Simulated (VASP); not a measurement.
Wanted: the native input for a VASP 6.6.1 run.

```yaml
Task: relaxation of cell and atoms
Functional: PBE
Potentials_or_basis: VASP PAW PBE potentials, release 64 (Nb_sv, As)
Cutoff: 600 eV
k_mesh: 12 × 12 × 8
Occupations: gaussian, width 0.1 eV
Spin: no spin polarisation
Dipole_correction: no
Further_INCAR_settings: ALGO = Normal; EDIFF = 1e-06; IBRION = 2; EDIFFG = -0.01; NSW = 100; ISIF = 3
```

The structure of NbAs lies in POSCAR:

```
NbAs
1.0
    3.6555970081      0.0000000000      0.0000000000
   -1.8277985041      3.1658398750      0.0000000000
    0.0000000000      0.0000000000      7.0626857712
Nb As
2 2
Direct
    0.6666666667      0.3333333333      0.2122270904
    0.0000000000      0.0000000000      0.6104243854
    0.0000000000      0.0000000000      0.9791401110
    0.3333333333      0.6666666667      0.4253844931
```

One way to write it, as run:

INCAR

```
SYSTEM = NbAs
ALGO = Normal ; EDIFF = 1E-6
EDIFFG = -0.01 ; ENCUT = 600
GGA = PE ; IBRION = 2
ISIF = 3 ; ISMEAR = 0
LASPH = .True. ; LCHARG = .False.
LREAL = .False. ; LWAVE = .False.
NELM = 100 ; NSW = 100
PREC = Accurate ; SIGMA = 0.1
```

KPOINTS

```
k-points
0
Gamma
  12 12 8
  0 0 0
```

Potentials or basis: VASP PAW PBE potentials, release 64 (Nb_sv, As).

Command:

```bash
$ cat potpaw_PBE.64/Nb_sv/POTCAR potpaw_PBE.64/As/POTCAR > POTCAR
$ mpirun -np 1 vasp_std > vasp.out
```

Results of the run:

```
Relaxed volume                         : 20.40 Å³/atom
Relaxed cell                           : a = 3.641 Å, b = 3.641 Å, c = 7.106 Å, α = 90.00°, β = 90.00°, γ = 120.00°
Space group after relaxing (to 0.05 Å) : P3m1 (No. 156)
Energy gained by relaxing              : 0.4 meV/atom
Ionic steps                            : 15
Pressure after relaxing                : 0.0 GPa
Largest force after relaxing           : 0.004 eV/Å
Band gap on the k mesh                 : zero (band 18 reaches 8.09 eV, above the bottom of band 19 at 7.20 eV)
```

Run time: 32 min on 1 thread of Intel(R) Xeon(R) Platinum 8488C (Sapphire Rapids), with other jobs on the host, peak memory 0.43 GiB.
